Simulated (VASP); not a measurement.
Set up this calculation in VASP 6.6.1, as the native input.

| Quantity | Value |
| --- | --- |
| Task | relaxation of cell and atoms |
| Functional | LDA |
| Potentials or basis | VASP PAW LDA potentials, release 64 (In_d, P) |
| Cutoff | 500 eV |
| k mesh | 8 × 8 × 8 |
| Occupations | gaussian, width 0.02 eV |
| Spin | no spin polarisation |
| Dipole correction | no |
| Further INCAR settings | ALGO = Normal; EDIFF = 1e-07; IBRION = 2; EDIFFG = -0.002; NSW = 100; ISIF = 3 |

The structure of InP lies in POSCAR:

```
InP
1.0
    0.0000000000      2.9519763900      2.9519763900
    2.9519763900      0.0000000000      2.9519763900
    2.9519763900      2.9519763900      0.0000000000
In P
1 1
Direct
    0.0000000000      0.0000000000      0.0000000000
    0.7500000000      0.7500000000      0.7500000000
```

One way to write it, as run:

INCAR

```
ALGO = Normal
EDIFF = 1E-7
EDIFFG = -0.002
ENCUT = 500
GGA = CA
GGA_COMPAT = False
IBRION = 2
ISIF = 3
ISMEAR = 0
LASPH = True
LCHARG = False
LREAL = False
LWAVE = False
NELM = 120
NELMIN = 4
NSW = 100
PREC = Accurate
SIGMA = 0.02
```

KPOINTS

```
k-points
0
Gamma
  8 8 8
```

Potentials or basis: VASP PAW LDA potentials, release 64 (In_d, P).

Launch:

```sh
$ cat potpaw_LDA.64/In_d/POTCAR potpaw_LDA.64/P/POTCAR > POTCAR
$ mpirun -np 1 vasp_std > vasp.out
```

Results of the run:

```yaml
Relaxed_volume: 24.74 Å³/atom
Relaxed_cell: a = 4.121 Å, b = 4.121 Å, c = 4.121 Å, α = 60.00°, β = 60.00°, γ = 60.00°
Space_group_after_relaxing_to_0.1_Å: F-43m (No. 216)
Energy_gained_by_relaxing: 8.1 meV/atom
Ionic_steps: 6
Pressure_after_relaxing: 0.0 GPa
Band_gap_on_the_k_mesh: 0.60 eV
```

Caveat: spin-orbit coupling is left out, which moves the levels of the heavy elements.

Run time: 89 s on 1 thread of AMD EPYC 7R43 64-Core Processor (Zen 3) (shared host), peak memory 0.12 GiB.
